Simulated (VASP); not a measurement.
Set up this calculation in VASP 6.6.1, as the native input.

```yaml
Task: relaxation of cell and atoms
Functional: PBE
Dispersion: D4
Potentials_or_basis: VASP PAW PBE potentials, release 64 (Zr_sv, O)
Cutoff: 600 eV
k_mesh: 8 × 8 × 8, shifted
Occupations: gaussian, width 0.02 eV
Spin: no spin polarisation
Dipole_correction: no
Further_INCAR_settings: ALGO = Normal; EDIFF = 1e-07; ISYM = 0; IBRION = 2; EDIFFG = -0.01; NSW = 100; ISIF = 3
```

The structure of ZrO2 lies in POSCAR:

```
ZrO2
1.0
    0.0000000000      2.5574928175      2.5574928175
    2.5574928175      0.0000000000      2.5574928175
    2.5574928175      2.5574928175      0.0000000000
Zr O
1 2
Direct
    0.5000000000      0.5000000000      0.5000000000
    0.2500000000      0.2500000000      0.2500000000
    0.7500000000      0.7500000000      0.7500000000
```

The input as run:

INCAR

```
ALGO     = Normal         # electronic algorithm
EDIFF    = 1E-7           # SCF threshold, eV
EDIFFG   = -0.01          # ionic threshold
ENCUT    = 600            # plane-wave cutoff, eV
GGA      = PE             # functional
GGA_COMPAT= False        
IBRION   = 2              # ionic algorithm
ISIF     = 3              # what is computed and relaxed
ISMEAR   = 0              # smearing method
ISYM     = 0            
IVDW     = 13             # dispersion correction
LASPH    = True           # aspherical terms in the spheres
LCHARG   = False          # write CHGCAR
LREAL    = False          # projectors in reciprocal space
LWAVE    = False          # write WAVECAR
NELM     = 120            # most SCF steps
NELMIN   = 4            
NSW      = 100            # ionic steps
PREC     = Accurate       # precision mode
SIGMA    = 0.02           # smearing width, eV
```

KPOINTS

```
Automatic mesh
0
Gamma
  8 8 8
  0.5 0.5 0.5
```

Potentials or basis: VASP PAW PBE potentials, release 64 (Zr_sv, O).

Command:

```bash
$ cat potpaw_PBE.64/Zr_sv/POTCAR potpaw_PBE.64/O/POTCAR > POTCAR
$ mpirun -np 1 vasp_std > vasp.out
```

It gave:

```
Relaxed volume                        : 10.99 Å³/atom
Relaxed cell                          : a = 3.599 Å, b = 3.599 Å, c = 3.599 Å, α = 60.00°, β = 60.00°, γ = 60.00°
Space group after relaxing (to 0.1 Å) : Fm-3m (No. 225)
Energy gained by relaxing             : 1.8 meV/atom
Ionic steps                           : 3
Pressure after relaxing               : 0.0 GPa
Band gap on the k mesh                : 3.53 eV (least direct gap 3.94 eV)
Dispersion energy per atom            : -0.209 eV
```

Caveat: a shifted mesh leaves out Γ, where band edges can lie.

Wall time 41 min on 1 thread of Intel Xeon 8259CL, with other jobs on the host, peak memory 0.74 GiB.
